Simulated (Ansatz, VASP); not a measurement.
Sn in VASP and in Ansatz

```
CELL_PARAMETERS angstrom
3.09209 0.00000 0.00000
0.00000 3.09209 0.00000
0.00000 0.00000 3.09209
ATOMIC_POSITIONS crystal
Sn 0.00000 0.00000 0.00000
```

Alike in both runs: task single point; functional r2SCAN; k mesh 12 × 12 × 12; occupations fermi-dirac, width 0.1 eV; no spin polarisation.

```csv
,VASP,Ansatz
version,VASP 6.6.1,Ansatz 0.2.0
potentials or method,"VASP PAW PBE potentials, release 64 (Sn_d), cutoff 520 eV","plane waves (500 eV) with PAW, scalar-relativistic"
valence electrons in the cell,14,14
```

```tsv
	VASP	Ansatz	Ansatz less VASP
pressure (GPa)	-1.6	-1.6	+0.05
```

VASP's potentials were made for PBE, not for r2SCAN. The functional is the same, so the differences come from potentials, cutoffs and numerics.
